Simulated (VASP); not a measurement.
Input of a VASP 6.6.1 run:

The input INCAR:

```
PREC = Accurate ; ENCUT = 520
EDIFF = 1E-6 ; ISMEAR = 0
SIGMA = 0.15 ; LREAL = F
LASPH = T ; NELM = 100
ALGO = Normal ; ISIF = 2
LWAVE = F ; LCHARG = F
GGA = PE ; NBANDS = 21
```

File KPOINTS:

```
regular mesh
0
Gamma
  14 14 14
```

Contents of POSCAR:

```
Ge
1.0
    0.0000000000      2.9994680518      2.6566288535
    2.9994680518      0.0000000000      2.6566288535
    2.9994680518      2.9994680518      0.0000000000
Ge
2
Direct
    0.5000000000      0.5000000000      0.5000000000
    0.7500000000      0.7500000000      0.7500000000
```

Potentials or basis: VASP PAW PBE potentials, release 64 (Ge_d).

Launch:

```sh
$ cat potpaw_PBE.64/Ge_d/POTCAR > POTCAR
$ mpirun -np 1 vasp_std > vasp.out
```

Task: Predict the pressure.

Result: -0.2 GPa.

Task: Predict the band gap on the k mesh.

Result: Zero (band 14 reaches 4.63 eV, above the bottom of band 15 at 4.30 eV).

Stress tensor (GPa, compression positive):
```
-2.22  0.00  0.00
 0.00 -2.22  0.00
 0.00  0.00  3.97
```
